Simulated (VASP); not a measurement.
# MoS2 (R3m) in VASP: single point with PBEsol

Aim: the single point of MoS2 with PBEsol.

All numbers are computed with VASP 6.6.1; they aren't measurements. Logs are shortened: lines on timing, memory, paths and dates and some standing lists are left out, and cuts for length are marked.

**1. The cell of the first run**

It takes space group R3m (No. 160, trigonal). Conventional cell: a = 3.143 Å, b = 3.143 Å, c = 18.842 Å, α = 90.00°, β = 90.00°, γ = 120.00°. Mo (site symmetry 3m) has 6 S at 2.39 Å and 6 Mo at 3.14 Å within 3.2 Å. Within 3.2 Å of S (site symmetry 3m) lie 3 Mo at 2.39 Å and 7 S at 3.12 to 3.14 Å. Within 3.2 Å of S (site symmetry 3m) lie 3 Mo at 2.39 Å and 7 S at 3.12 to 3.14 Å.

**2. Single point, PBEsol, non-collinear spin, zero start, spin-orbit coupling**

INCAR reads:

```
SYSTEM = MoS2
  ALGO = Normal
  EDIFF = 1E-7
  ENCUT = 520
  GGA = PS
  GGA_COMPAT = .FALSE.
  ISIF = 2
  ISMEAR = 0
  LASPH = .TRUE.
  LCHARG = .FALSE.
  LMAXMIX = 4
  LORBIT = 11
  LORBMOM = .TRUE.
  LREAL = .FALSE.
  LSORBIT = .TRUE.
  LWAVE = .FALSE.
  MAGMOM = 0 0 0 0 0 0 0 0 0
  NBANDS = 39
  NELM = 150
  PREC = Accurate
  SIGMA = 0.01
```

KPOINTS reads:

```
k-points
0
G
  8 8 8
  0 0 0
```

POSCAR reads:

```
MoS2
1.0
    1.5715694880      0.9073460670      6.2807513983
   -1.5715694880      0.9073460670      6.2807513983
    0.0000000000     -1.8146921340      6.2807513983
Mo S
1 2
Direct
    0.0001015293      0.0001015293      0.0001015293
    0.2507582619      0.2507582619      0.2507582619
    0.4161402089      0.4161402089      0.4161402089
```

Potentials or basis: VASP PAW PBE potentials, release 64 (Mo_sv, S).

The run is started by

```sh
$ cat potpaw_PBE.64/Mo_sv/POTCAR potpaw_PBE.64/S/POTCAR > POTCAR
$ mpirun -np 1 vasp_ncl > vasp.out
```

OUTCAR:

```text
SYSTEM = MoS2
   EDIFF = 1E-7
   ENCUT = 520
   GGA = PS
   ISIF = 2
   ISMEAR = 0
   LASPH = .TRUE.
   LORBIT = 11
   LREAL = .FALSE.
   LSORBIT = .TRUE.
   NELM = 150
   PREC = Accurate

 ion  position               nearest neighbor table
   1  0.000  0.000  0.000-   2 2.39   2 2.39   2 2.39   3 2.39   3 2.39   3 2.39
   2  0.251  0.251  0.251-   1 2.39   1 2.39   1 2.39
   3  0.416  0.416  0.416-   1 2.39   1 2.39   1 2.39

  LATTYP: Found a trigonal (rhomboedric) cell.
 ALAT       =     6.5376559766
 COS(alpha) =     0.8844278891

  Lattice vectors:

 A1 = (   1.5715694880,   0.9073460670,   6.2807513983)
 A2 = (  -1.5715694880,   0.9073460670,   6.2807513983)
 A3 = (   0.0000000000,  -1.8146921340,   6.2807513983)

Analysis of symmetry for initial positions (statically):
=====================================================================
 Subroutine PRICEL returns:
 Original cell was already a primitive cell.

 Routine SETGRP: Setting up the symmetry group for a
 trigonal (rhombohedral) supercell.

 Subroutine GETGRP returns: Found  6 space group operations
 (whereof  6 operations were pure point group operations)
 out of a pool of 12 trial point group operations.

The static configuration has the point symmetry C_3v.

Analysis of symmetry for dynamics (positions and initial velocities):
=====================================================================
 Subroutine PRICEL returns:
 Original cell was already a primitive cell.

 Routine SETGRP: Setting up the symmetry group for a
 trigonal (rhombohedral) supercell.

 Subroutine GETGRP returns: Found  6 space group operations
 (whereof  6 operations were pure point group operations)
 out of a pool of 12 trial point group operations.

The dynamic configuration has the point symmetry C_3v.

Analysis of structural, dynamic, and magnetic symmetry:
=====================================================================
 Subroutine PRICEL returns:
 Original cell was already a primitive cell.

 Routine SETGRP: Setting up the symmetry group for a
 trigonal (rhombohedral) supercell.

 Subroutine GETGRP returns: Found  6 space group operations
 (whereof  6 operations were pure point group operations)
 out of a pool of 12 trial point group operations.

The overall configuration has the point symmetry C_3v.

 Subroutine INISYM returns: Found  6 space group operations
 (whereof  6 operations are pure point group operations),
 and found     1 'primitive' translations

----------------------------------------------------------------------------------------

                                     Primitive cell

  volume of cell :      53.7365

  direct lattice vectors                    reciprocal lattice vectors
     1.571569488  0.907346067  6.280751398     0.318153288  0.183685886  0.053072206
    -1.571569488  0.907346067  6.280751398    -0.318153288  0.183685886  0.053072206
     0.000000000 -1.814692134  6.280751398     0.000000000 -0.367371773  0.053072206

  length of vectors
     6.537655977  6.537655977  6.537655977     0.371185504  0.371185504  0.371185504

  position of ions in fractional coordinates (direct lattice)
     0.000101529  0.000101529  0.000101529
     0.250758262  0.250758262  0.250758262
     0.416140209  0.416140209  0.416140209

  ion indices of the primitive-cell ions
   primitive index   ion index
                 1           1
                 2           2
                 3           3

----------------------------------------------------------------------------------------

 KPOINTS: k-points

Automatic generation of k-mesh.
 Grid dimensions read from file:
 generate k-points for:    8    8    8

 Generating k-lattice:

  Cartesian coordinates                     Fractional coordinates (reciprocal lattice)
     0.039769161  0.022960736  0.006634026     0.125000000 -0.000000000  0.000000000
    -0.039769161  0.022960736  0.006634026    -0.000000000  0.125000000  0.000000000
     0.000000000 -0.045921472  0.006634026     0.000000000  0.000000000  0.125000000

  Length of vectors
     0.046398188  0.046398188  0.046398188

  Shift w.r.t. Gamma in fractional coordinates (k-lattice)
     0.000000000  0.000000000  0.000000000

 Subroutine IBZKPT returns following result:
 ===========================================

 Found    120 irreducible k-points:

 Following reciprocal coordinates:
            Coordinates               Weight
  0.000000  0.000000  0.000000      1.000000
  0.125000 -0.000000  0.000000      3.000000
 -0.125000  0.000000  0.000000      3.000000
[... 48 lines left out ...]
   POTIM  = 0.5000    time-step for ionic-motion
   TEBEG  =    0.0;   TEEND  =   0.0 temperature during run
   PSTRESS=    0.0 pullay stress
   NELECT =      26.0000    total number of electrons
   NUPDOWN=      -1.0000    fix difference up-down
   EMIN   =  10.00;   EMAX   =-10.00  energy-range for DOS
   EFERMI =   0.00;   METHOD = LEGACY
   ISMEAR =     0;   SIGMA  =   0.01  broadening in eV -4-tet -1-fermi 0-gaus
   EFERMI_NEDOS =   21; number of points for ismear=-14 and -15
   IALGO  =     38    algorithm
   IMIX   =      4    mixing-type and parameters
     AMIX     =   0.40;   BMIX     =  1.00
     AMIX_MAG =   1.60;   BMIX_MAG =  1.00
  volume/ion in A,a.u.               =      17.91       120.88
  Fermi-wavevector in a.u.,A,eV,Ry     =   1.285216  2.428706 22.473836  1.651780
  Thomas-Fermi vector in A             =   2.417364
   LORBIT       =     11    0 simple, 1 ext, 2 COOP (PROOUT), +10 PAW based schemes
   GGA     = PS    functional components
   LHFCALC =     F    Hartree Fock is set to
   AEXX    =    0.0000 exact exchange contribution
   IVDW    =     0    specifies the selected vdW correction
   LEPSILON=     F    determine dielectric tensor
   LRPA    =     F    only Hartree local field effects (RPA)
 Gauss-broadening in eV      SIGMA  =   0.01
  energy-cutoff  :      520.00
  volume of cell :       53.74
 maximum number of plane-waves:      2924
 NGX is ok and might be reduce to    50
   NGX = 25   NGY = 25   NGZ = 25

 number of electron      26.0000001 magnetization      -0.0000000     -0.0000000      0.0000000

 number of electron      26.0000001 magnetization      -0.0000000     -0.0000000     -0.0000000

 number of electron      26.0000001 magnetization       0.0000000      0.0000000      0.0000000

 number of electron      26.0000001 magnetization       0.0000000     -0.0000000      0.0000000

 Free energy of the ion-electron system (eV)
  ---------------------------------------------------
  ext. energy  EPLUGINS =         0.00000000
  ---------------------------------------------------
  free energy    TOTEN  =       -23.54866973 eV

  energy without entropy =      -23.54866973  energy(sigma->0) =      -23.54866973

 E-fermi :   7.4508     XC(G=0): -10.9266

 val. band max:        7.2893616811   @ k =   0.5000   0.5000   0.5000
 cond. band min:       8.3806040051   @ k =   0.2500  -0.1250   0.0000
 fundamental gap:      1.0912423240
 Fermi energy:         7.4507500483

 k-point     1 :       0.0000    0.0000    0.0000
  band No.  band energies     occupation
      1     -54.0185      1.00000
      2     -54.0185      1.00000
      3     -29.6941      1.00000
      4     -29.6941      1.00000
      5     -27.3519      1.00000
      6     -27.3519      1.00000
[... 973 lines left out ...]
     37      15.4123      0.00000
     38      15.4338      0.00000

 [... further k-points ...]

 [bands above 38 left out]

------------------------ aborting loop because EDIFF is reached ----------------------------------------

  FORCE on cell =-STRESS in cart. coord.  units (eV):
  Direction    XX          YY          ZZ          XY          YZ          ZX
  --------------------------------------------------------------------------------------
  -------------------------------------------------------------------------------------
  Total        0.0050189      0.0050189     -0.0028361      0.0000000      0.0000000     -0.0000000
  in kB        0.1496415      0.1496415     -0.0845581      0.0000000      0.0000000     -0.0000000
  external PRESSURE =       0.0715749 kB  Pullay stress =       0.0000000 kB

 VOLUME and BASIS-vectors are now :
 -----------------------------------------------------------------------------
  energy-cutoff  :      520.00
  volume of cell :       53.74
      direct lattice vectors                 reciprocal lattice vectors
     1.571569488  0.907346067  6.280751398     0.318153288  0.183685886  0.053072206
    -1.571569488  0.907346067  6.280751398    -0.318153288  0.183685886  0.053072206
     0.000000000 -1.814692134  6.280751398     0.000000000 -0.367371773  0.053072206

 POSITION                                       TOTAL-FORCE (eV/Angst)
 -----------------------------------------------------------------------------------
      0.00000      0.00000      0.00191         0.000000     -0.000000      0.000020
      0.00000      0.00000      4.72485         0.000000      0.000000     -0.003311
      0.00000      0.00000      7.84102         0.000000      0.000000      0.003291
 -----------------------------------------------------------------------------------
    total drift:                                0.000000      0.000000     -0.000134

  FREE ENERGIE OF THE ION-ELECTRON SYSTEM (eV)
  ---------------------------------------------------
  free  energy   TOTEN  =       -23.5486697251 eV

  energy  without entropy=      -23.5486697251  energy(sigma->0) =      -23.54866973

 orbital moment (x)

 # of ion     p       d       tot
 ----------------------------------------
  1         0.000   0.000   0.000
  2         0.000   0.000   0.000
  3         0.000   0.000   0.000
 ----------------------------------------
            0.000   0.000   0.000

 orbital moment (y)

 # of ion     p       d       tot
 ----------------------------------------
  1         0.000  -0.000  -0.000
  2        -0.000   0.000  -0.000
  3         0.000   0.000   0.000
 ----------------------------------------
            0.000  -0.000  -0.000

 orbital moment (z)

 # of ion     p       d       tot
 ----------------------------------------
  1         0.000   0.000   0.000
  2         0.000   0.000   0.000
  3         0.000   0.000   0.000
 ----------------------------------------
            0.000   0.000   0.000

 Spin-Orbit-Coupling matrix elements

 Ion:    1  E_soc:     -0.1921716
 l=   1
     0.0000000    -0.0295467    -0.0295787
    -0.0295467     0.0000000    -0.0295467
    -0.0295787    -0.0295467     0.0000000
 l=   2
     0.0000000    -0.0004713     0.0000000    -0.0004713    -0.0020986
    -0.0004713     0.0000000    -0.0015160    -0.0003979    -0.0004713
     0.0000000    -0.0015160     0.0000000    -0.0015160     0.0000000
    -0.0004713    -0.0003979    -0.0015160     0.0000000    -0.0004713
    -0.0020986    -0.0004713     0.0000000    -0.0004713     0.0000000
 l=   3
     0.0000000     0.0000000     0.0000000     0.0000000     0.0000000     0.0000000     0.0000000
     0.0000000     0.0000000     0.0000000     0.0000000     0.0000000     0.0000000     0.0000000
     0.0000000     0.0000000     0.0000000     0.0000000     0.0000000     0.0000000     0.0000000
     0.0000000     0.0000000     0.0000000     0.0000000     0.0000000     0.0000000     0.0000000
[... 29 lines left out ...]
 l=   2
     0.0000000     0.0000000     0.0000000     0.0000000     0.0000000
     0.0000000     0.0000000     0.0000000     0.0000000     0.0000000
     0.0000000     0.0000000     0.0000000     0.0000000     0.0000000
     0.0000000     0.0000000     0.0000000     0.0000000     0.0000000
     0.0000000     0.0000000     0.0000000     0.0000000     0.0000000
 l=   3
     0.0000000     0.0000000     0.0000000     0.0000000     0.0000000     0.0000000     0.0000000
     0.0000000     0.0000000     0.0000000     0.0000000     0.0000000     0.0000000     0.0000000
     0.0000000     0.0000000     0.0000000     0.0000000     0.0000000     0.0000000     0.0000000
     0.0000000     0.0000000     0.0000000     0.0000000     0.0000000     0.0000000     0.0000000
     0.0000000     0.0000000     0.0000000     0.0000000     0.0000000     0.0000000     0.0000000
     0.0000000     0.0000000     0.0000000     0.0000000     0.0000000     0.0000000     0.0000000
     0.0000000     0.0000000     0.0000000     0.0000000     0.0000000     0.0000000     0.0000000

 total charge

# of ion       s       p       d       tot
------------------------------------------
    1        2.299   6.232   3.993  12.525
    2        1.358   2.326   0.000   3.684
    3        1.358   2.326   0.000   3.684
--------------------------------------------------
tot          5.016  10.884   3.993  19.892

 magnetization (x)

# of ion       s       p       d       tot
------------------------------------------
    1        0.000   0.000   0.000   0.000
    2        0.000   0.000   0.000   0.000
    3       -0.000   0.000   0.000  -0.000
--------------------------------------------------
tot         -0.000   0.000   0.000   0.000

 magnetization (y)

# of ion       s       p       d       tot
------------------------------------------
    1        0.000  -0.000   0.000   0.000
    2        0.000   0.000   0.000   0.000
    3        0.000   0.000   0.000   0.000
--------------------------------------------------
tot          0.000  -0.000   0.000   0.000

 magnetization (z)

# of ion       s       p       d       tot
------------------------------------------
    1        0.000   0.000   0.000   0.000
    2        0.000   0.000   0.000   0.000
    3        0.000   0.000   0.000   0.000
--------------------------------------------------
tot          0.000   0.000   0.000   0.000
```

Wall time 52 min (1 thread of Intel Xeon Platinum 8259CL at 2.50GHz (Skylake/Cascade Lake), shared host); peak memory 0.96 GiB.

What came out:

```yaml
Free_energy: -23.5487 eV
Pressure: 0.0 GPa
Largest_force: 0.003 eV/Å
Net_moment: 0.00 μB per cell
Valence_electrons_inside_the_program's_atomic_spheres: Mo 12.53; S 3.68
```

Forces in eV/Å, atoms in the order of the input:
```
Mo   0.000  0.000  0.000
S    0.000  0.000 -0.003
S    0.000  0.000  0.003
```

Moments on the atoms (μB; x, y, z):
```
Mo  0.00 0.00 0.00
S   0.00 0.00 0.00
S   0.00 0.00 0.00
```

Caveat: the PAW data sets were made with another functional, which shifts forces and pressure a little.
